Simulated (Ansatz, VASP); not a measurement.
**Two plane-wave programs on NaI**

Contents of INCAR:

```
SYSTEM = NaI
ALGO = Normal
EDIFF = 1E-6
ENCUT = 520
GGA = PE
ISIF = 2
ISMEAR = -1
LASPH = .TRUE.
LCHARG = .FALSE.
LREAL = .FALSE.
LWAVE = .FALSE.
NBANDS = 14
NELM = 100
PREC = Accurate
SIGMA = 0.02
```

The input KPOINTS:

```
k-points
0
G
  8 8 8
  0 0 0
```

The input POSCAR:

```
NaI
1.0
    0.0000000000      3.2296783870      3.2296783870
    3.2296783870      0.0000000000      3.2296783870
    3.2296783870      3.2296783870      0.0000000000
Na I
1 1
Direct
    0.0000000000      0.0000000000      0.0000000000
    0.5000000000      0.5000000000      0.5000000000
```

Input for Ansatz:

```yaml
crystal:
  lattice:
    - [0.0, 3.229678387, 3.229678387]
    - [3.229678387, 0.0, 3.229678387]
    - [3.229678387, 3.229678387, 0.0]
  atoms:
    - { symbol: Na, position: [0.0, 0.0, 0.0] }
    - { symbol: I, position: [0.5, 0.5, 0.5] }
kpoints:
  mp_grid: { grid: [8, 8, 8] }
  band_path:
    path:
      - [[0.0, 0.0, 0.0], [0.5, -2.011531354975e-34, 0.5], [0.625, 0.25, 0.625]]
      - [[0.375, 0.375, 0.75], [0.0, 0.0, 0.0], [0.5, 0.5, 0.5], [0.5, 0.25, 0.75], [0.5, -2.011531354975e-34, 0.5]]
    npoints: 10
hamiltonian:
  xc: pbe
scf:
  occupations: { method: fermi_dirac, width: 0.02 }
  n_extra_bands: 4
output:
  forces: true
  stress: true
  eigenvalues: true
```

Alike in both runs: task single point; functional PBE; k mesh 8 × 8 × 8; occupations fermi-dirac, width 0.02 eV; no spin polarisation.

|  | VASP | Ansatz |
| --- | --- | --- |
| version | VASP 6.6.1 | Ansatz 0.2.0 |
| potentials or method | VASP PAW PBE potentials, release 64 (Na_pv, I) | plane waves, PAW |
| plane-wave cutoff (eV) | 520 | 420 |
| valence electrons in the cell | 14 | 26 |

|  | VASP | Ansatz | Ansatz less VASP |
| --- | --- | --- | --- |
| gap on the k mesh at the Fermi level (eV) | 3.66 | 3.66 | +0.004 |
| pressure (GPa) | 0.6 | 0.5 | -0.03 |

VASP's potentials hold 14 valence electrons a cell and Ansatz's 26, so a difference there can come from the potentials and not from the codes.

Neither program's run includes spin-orbit coupling.
